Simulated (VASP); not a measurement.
## Mg5Te2: single point with PBE

Crystal: Mg5Te2.

```
Mg Te
1.0
     4.43124    0.00000    0.00000
     0.00000    4.43124    0.00000
     0.00000    0.00000    9.27010
Mg Te
5 2
Direct
  0.00000 0.50000 0.73360
  0.50000 0.00000 0.73360
  0.00000 0.50000 0.26640
  0.50000 0.00000 0.26640
  0.00000 0.00000 0.00000
  0.50000 0.50000 0.00000
  0.50000 0.50000 0.50000
```

```
Program                : VASP 6.6.1
Task                   : single point
Functional             : PBE
Potentials or basis    : VASP PAW PBE potentials, release 64 (Mg, Te)
Cutoff                 : 520 eV
k mesh                 : 8 × 8 × 4
Occupations            : gaussian, width 0.1 eV
Spin                   : no spin polarisation
Dipole correction      : no
Further INCAR settings : ALGO = Fast; EDIFF = 1e-06; NBANDS = 20
```

| Property | Result |
| --- | --- |
| Pressure | -0.1 GPa |
| Largest force | 0.006 eV/Å |
| Band gap on the k mesh | zero (band 11 reaches 5.28 eV, above the bottom of band 12 at 3.00 eV) |

Forces on the atoms (eV/Å):
```
Mg   0.000  0.000  0.006
Mg   0.000  0.000  0.006
Mg   0.000  0.000 -0.006
Mg   0.000  0.000 -0.006
Mg   0.000  0.000  0.000
Te   0.000  0.000  0.000
Te   0.000  0.000  0.000
```

Levels at points of the mesh, in eV from the Fermi level:
| k point | band 7 | band 8 | band 9 | band 10 | band 11 | band 12 | band 13 | band 14 | band 15 | band 16 |
| --- | --- | --- | --- | --- | --- | --- | --- | --- | --- | --- |
| (0.00, 0.00, 0.00) | -3.24 | -2.54 | -2.54 | -0.75 | -0.09 | 0.60 | 1.15 | 1.15 | 1.19 | 1.95 |
| (0.50, 0.00, 0.00) | -3.15 | -2.74 | -2.23 | -1.54 | -0.28 | 1.12 | 1.33 | 1.57 | 2.22 | 2.39 |
| (0.50, 0.50, 0.00) | -4.37 | -3.04 | -2.72 | -1.68 | -1.68 | -1.48 | -0.05 | 0.38 | 1.96 | 1.96 |
| (0.00, 0.00, 0.50) | -2.67 | -2.67 | -2.44 | -1.24 | 0.76 | 1.09 | 1.44 | 1.99 | 2.09 | 2.09 |
| (0.50, 0.00, 0.50) | -2.67 | -2.33 | -2.19 | -1.87 | -0.07 | 0.61 | 1.65 | 1.74 | 2.43 | 2.72 |
| (0.50, 0.50, 0.50) | -4.19 | -3.88 | -2.97 | -1.82 | -0.51 | -0.51 | -0.34 | -0.34 | 1.10 | 1.72 |

It took 67 s on 1 thread of Intel(R) Xeon(R) 6975P-C (Granite Rapids), on a shared host, peak memory 0.38 GiB.

Caveat: spin-orbit coupling is left out, which moves the levels of the heavy elements.
